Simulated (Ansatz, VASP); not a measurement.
## Two plane-wave programs on KZnF3

Contents of INCAR:

```
  PREC = Accurate
  ENCUT = 520
  EDIFF = 1E-6
  ISMEAR = 0
  SIGMA = 0.05
  LREAL = F
  LASPH = T
  NELM = 60
  ALGO = Normal
  ISIF = 2
  LWAVE = F
  LCHARG = F
  GGA = PE
  NBANDS = 29
```

File KPOINTS:

```
Automatic mesh
0
Gamma
  6 6 6
```

POSCAR

```
KZnF3
1.0
    4.0500000000      0.0000000000      0.0000000000
    0.0000000000      4.0500000000     -0.0405000000
    0.0000000000     -0.0405000000      4.0500000000
K Zn F
1 1 3
Direct
    0.0000000000      0.0000000000      0.0000000000
    0.5000000000      0.5000000000      0.5000000000
    0.5000000000      0.5000000000      0.0000000000
    0.0000000000      0.5000000000      0.5000000000
    0.5000000000      0.0000000000      0.5000000000
```

Input for Ansatz:

```yaml
crystal:
  lattice:
    - [4.05, 0.0, 0.0]
    - [0.0, 4.05, -0.0405]
    - [0.0, -0.0405, 4.05]
  atoms:
    - { symbol: K, position: [0.0, 0.0, 0.0] }
    - { symbol: Zn, position: [0.5, 0.5, 0.5] }
    - { symbol: F, position: [0.5, 0.5, 0.0] }
    - { symbol: F, position: [0.0, 0.5, 0.5] }
    - { symbol: F, position: [0.5, 0.0, 0.5] }
basis:
  ecutwfc: 420
kpoints:
  mp_grid: { grid: [6, 6, 6] }
hamiltonian:
  xc: pbe
scf:
  occupations: { method: gaussian, width: 0.05 }
output:
  forces: true
  stress: true
  eigenvalues: true
```

Change from the starting cell: strain -0.0200 x Voigt [0, 0, 0, 1, 0, 0], atoms carried along.

Alike in both runs: task single point; functional PBE; k mesh 6 × 6 × 6; occupations gaussian, width 0.05 eV; no spin polarisation.

|  | VASP | Ansatz |
| --- | --- | --- |
| version | VASP 6.6.1 | Ansatz 0.2.0 |
| potentials or method | VASP PAW PBE potentials, release 64 (K_sv, Zn, F), cutoff 520 eV | scalar-relativistic, plane waves, PAW |
| valence electrons in the cell | 42 | 42 |

|  | VASP | Ansatz | Ansatz less VASP |
| --- | --- | --- | --- |
| gap on the k mesh at the Fermi level (eV) | 3.79 | 3.86 | +0.069 |
| least direct gap on the mesh (eV) | 5.61 | 5.65 | +0.040 |
| pressure (GPa) | 5.0 | 4.6 | -0.41 |
| traceless stress, the component that is largest in VASP (GPa) | 0.68 | 0.69 | +0.009 |

The functional is the same, so the differences come from potentials, cutoffs and numerics.
